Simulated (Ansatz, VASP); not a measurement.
## BaTe: VASP beside Ansatz

Contents of POSCAR:

```
BaTe
1.0
    0.0000000000      3.3871134044      3.3871134044
    3.3871134044      0.0000000000      3.3871134044
    3.3871134044      3.3871134044      0.0000000000
Ba Te
1 1
Direct
    0.0000000000      0.0000000000      0.0000000000
    0.5000000000      0.5000000000      0.5000000000
```

File INCAR.step1:

```
SYSTEM = BaTe
ALGO = Normal
EDIFF = 1E-4
ENCUT = 520
GGA = PE
ISMEAR = -1
LASPH = .TRUE.
LCHARG = .FALSE.
LREAL = .FALSE.
LWAVE = .TRUE.
NBANDS = 15
NELM = 80
PREC = Accurate
SIGMA = 0.05
```

INCAR.step2

```
SYSTEM = BaTe
ALGO = Normal
EDIFF = 1E-6
ENCUT = 520
ISIF = 2
ISMEAR = -1
ISTART = 1
LASPH = .TRUE.
LCHARG = .FALSE.
LMIXTAU = .TRUE.
LREAL = .FALSE.
LWAVE = .FALSE.
METAGGA = R2SCAN
NBANDS = 15
NELM = 80
PREC = Accurate
SIGMA = 0.05
```

KPOINTS

```
k-points
0
G
  7 7 7
  0 0 0
```

File input.yaml:

```yaml
crystal:
  lattice:
    - [0.0, 3.3871134044, 3.3871134044]
    - [3.3871134044, 0.0, 3.3871134044]
    - [3.3871134044, 3.3871134044, 0.0]
  atoms:
    - { symbol: Ba, position: [0.0, 0.0, 0.0] }
    - { symbol: Te, position: [0.5, 0.5, 0.5] }
hamiltonian:
  xc: r2scan
  pseudopotentials: { kind: paw }
kpoints:
  mp_grid: { grid: [7, 7, 7] }
scf:
  occupations: { method: fermi_dirac, width: 0.05 }
output:
  forces: true
  stress: true
  eigenvalues: true
  write_density: true
  write_potential: true
  elf: true
  volumetric_format: npy
```

Alike in both runs: task single point; functional r2SCAN; k mesh 7 × 7 × 7; occupations fermi-dirac, width 0.05 eV; no spin polarisation.

|  | VASP | Ansatz |
| --- | --- | --- |
| version | VASP 6.6.1 | Ansatz 0.2.0 |
| potentials or method | VASP PAW PBE potentials, release 64 (Ba_sv, Te) | Ansatz PAW |
| plane-wave cutoff (eV) | 520 | 500 |
| valence electrons in the cell | 16 | 26 |

VASP gave:

- gap on the k mesh at the Fermi level (eV): 1.68
- least direct gap on the mesh (eV): 2.07
- pressure (GPa): 5.5

Question: Which values does Ansatz return?

Answer: gap on the k mesh at the Fermi level (eV): 1.78; least direct gap on the mesh (eV): 2.13; pressure (GPa): 5.0.

VASP's potentials were made for PBE, not for r2SCAN. With one functional, cell and mesh, what is left measures potentials, basis and numerics. VASP's potentials hold 16 valence electrons a cell and Ansatz's 26, so a difference there can come from the potentials and not from the codes.

Neither program's run includes spin-orbit coupling. Noted on Ansatz's run: odd divisions of the mesh miss points on the zone boundary, where band edges often lie, so the gap on the mesh can be too wide.
